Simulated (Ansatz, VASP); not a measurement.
**Two plane-wave programs on BN**

```
CELL_PARAMETERS angstrom
2.55394 0.00000 0.00000
-1.27697 2.21178 0.00000
0.00000 0.00000 4.22685
ATOMIC_POSITIONS crystal
B 0.66667 0.33333 0.99972
B 0.33333 0.66667 0.49972
N 0.66667 0.33333 0.62528
N 0.33333 0.66667 0.12528
```

Alike in both runs: task single point; functional PBE; k mesh 3 × 3 × 2; no spin polarisation.

|  | VASP | Ansatz |
| --- | --- | --- |
| version | VASP 6.6.1 | Ansatz 0.2.0 |
| potentials or method | VASP PAW PBE potentials, release 64 (B, N), cutoff 600 eV | scalar-relativistic, plane waves, PAW |
| occupations | gaussian, width 0.01 eV | fixed |
| valence electrons in the cell | 16 | 16 |

Ansatz gave:

```
gap on the k mesh at the Fermi level (eV)                     : 5.16
least direct gap on the mesh (eV)                             : 8.29
pressure (GPa)                                                : 1.7
traceless stress, the component that is largest in VASP (GPa) : -4.06
rms of the force components (eV/Å)                            : 0.141
```

Task: Which values does VASP return?

Result: gap on the k mesh at the Fermi level (eV): 5.15; least direct gap on the mesh (eV): 8.28; pressure (GPa): 1.7; traceless stress, the component that is largest in VASP (GPa): -4.03; rms of the force components (eV/Å): 0.140.

Atom by atom the forces differ by 0.001 eV/Å (rms over components). Ansatz's warnings: force scf threshold loose, stress scf threshold loose.

The k mesh is coarse, so the values compare programs but aren't converged.
